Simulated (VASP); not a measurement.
**Ge: single point with PBEsol**

Crystal: Ge.

```xyz
1
Lattice="1.3861 -2.4445 0.0000 1.3861 2.4445 0.0000 0.0000 0.0000 2.6481" Properties=species:S:1:pos:R:3 pbc="T T T"
Ge    1.3861    0.0000    0.0000
```

```yaml
Program: VASP 6.6.1
Task: single point
Functional: PBEsol
Potentials_or_basis: VASP PAW PBE potentials, release 64 (Ge_d)
Cutoff: 520 eV
k_mesh: 11 × 11 × 10
Occupations: fermi-dirac, width 0.05 eV
Spin: no spin polarisation
```

```
Pressure               : 1.9 GPa
Band gap on the k mesh : zero (band 7 reaches 13.96 eV, above the bottom of band 8 at 4.47 eV)
```

Stress tensor (GPa, compression positive):
```
1.93 0.00 0.00
0.00 1.90 0.00
0.00 0.00 1.81
```

Levels at points of the mesh, in eV from the Fermi level:
```csv
k point,band 4,band 5,band 6,band 7,band 8,band 9,band 10,band 11
"(0.00, 0.00, 0.00)",-24.49,-24.48,-13.65,6.68,8.72,9.09,10.26,14.32
"(0.00, 0.00, 0.50)",-24.56,-24.53,-9.64,-6.31,11.79,12.17,17.33,17.84
```

It took 16 s on 1 thread of Intel(R) Xeon(R) Platinum 8488C (Sapphire Rapids), on a shared host, peak memory 0.16 GiB.

Caveat: the PAW data sets were made with another functional, which shifts forces and pressure a little.
